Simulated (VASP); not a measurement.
A run of VASP 6.6.1:

Contents of INCAR:

```
SYSTEM = Al
PREC = Accurate
ENCUT = 500
EDIFF = 1E-7
ISMEAR = 0
SIGMA = 0.05
LREAL = .False.
LASPH = .True.
NELM = 120
ALGO = Normal
ISIF = 3
LWAVE = .False.
LCHARG = .False.
GGA = PS
IBRION = 2
NSW = 80
EDIFFG = -0.03
GGA_COMPAT = .False.
NELMIN = 4
```

KPOINTS

```
regular mesh
0
Gamma
  7 7 7
  0 0 0
```

POSCAR

```
Al
1.0
    0.0000000000      2.0248050000      2.0248050000
    2.0248050000      0.0000000000      2.0248050000
    2.0248050000      2.0248050000      0.0000000000
Al
1
Direct
    0.0000000000      0.0000000000      0.0000000000
```

Potentials or basis: VASP PAW PBE potentials, release 64 (Al).

Command:

```bash
$ cat potpaw_PBE.64/Al/POTCAR > POTCAR
$ mpirun -np 1 vasp_std > vasp.out
```

Hardware: 1 thread of Intel(R) Xeon(R) 6975P-C (Granite Rapids), on a shared host.

**Question.** How long does it take, and how much memory?

**Answer.** Wall time 2.1 s on 1 thread of Intel(R) Xeon(R) 6975P-C (Granite Rapids) (shared host), peak memory 0.13 GiB. Counts: scf iterations 21, k points 20, ion steps 3.
